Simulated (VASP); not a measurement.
Write the native input for VASP 6.6.1 that does the following.

* Task: relaxation of cell and atoms
* Functional: PBE
* Potentials or basis: VASP PAW PBE potentials, release 64 (Cu, Au)
* Cutoff: 600 eV
* k mesh: 8 × 8 × 8
* Occupations: gaussian, width 0.1 eV
* Spin: no spin polarisation
* Dipole correction: no
* Further INCAR settings: ALGO = Fast; EDIFF = 1e-06; IBRION = 2; EDIFFG = -0.01; NSW = 100; ISIF = 3

The structure of CuAu lies in POSCAR:

```
CuAu
1.0
    4.9802420642      0.0000000000      0.0000000000
    0.0000000000      4.9802420642      0.0000000000
    0.0000000000      0.0000000000      4.9802420642
Cu Au
4 4
Direct
    0.1540251842      0.1540251842      0.1540251842
    0.3459748158      0.8459748158      0.6540251842
    0.6540251842      0.3459748158      0.8459748158
    0.8459748158      0.6540251842      0.3459748158
    0.8452363277      0.8452363277      0.8452363277
    0.6547636723      0.1547636723      0.3452363277
    0.3452363277      0.6547636723      0.1547636723
    0.1547636723      0.3452363277      0.6547636723
```

One way to write it, as run:

INCAR

```
SYSTEM = CuAu
ALGO     = Fast           ! electronic algorithm
EDIFF    = 1E-6           ! SCF threshold, eV
EDIFFG   = -0.01          ! ionic threshold
ENCUT    = 600            ! plane-wave cutoff, eV
GGA      = PE             ! functional
IBRION   = 2              ! ionic algorithm
ISIF     = 3              ! what is computed and relaxed
ISMEAR   = 0              ! smearing method
LASPH    = .True.         ! aspherical terms in the spheres
LCHARG   = .False.        ! write CHGCAR
LREAL    = .False.        ! projectors in reciprocal space
LWAVE    = .False.        ! write WAVECAR
NELM     = 80             ! most SCF steps
NSW      = 100            ! ionic steps
PREC     = Accurate       ! precision mode
SIGMA    = 0.1            ! smearing width, eV
```

KPOINTS

```
k-points
0
Gamma
  8 8 8
  0 0 0
```

Potentials or basis: VASP PAW PBE potentials, release 64 (Cu, Au).

The run is started by

```console
$ cat potpaw_PBE.64/Cu/POTCAR potpaw_PBE.64/Au/POTCAR > POTCAR
$ mpirun -np 1 vasp_std > vasp.out
```

It gave:

```
Relaxed volume                        : 15.42 Å³/atom
Relaxed cell                          : a = 4.978 Å, b = 4.978 Å, c = 4.978 Å, α = 90.00°, β = 90.00°, γ = 90.00°
Space group after relaxing (to 0.1 Å) : P2_13 (No. 198)
Energy gained by relaxing             : 0.1 meV/atom
Ionic steps                           : 10
Pressure after relaxing               : 0.1 GPa
Largest force after relaxing          : 0.005 eV/Å
Band gap on the k mesh                : zero (bands 44 and 45 overlap by 1.19 eV)
```

Caveat: spin-orbit coupling is left out, which moves the levels of the heavy elements.

It took 19 min on 1 thread of Intel(R) Xeon(R) 6975P-C (Granite Rapids), on a shared host, peak memory 0.46 GiB.
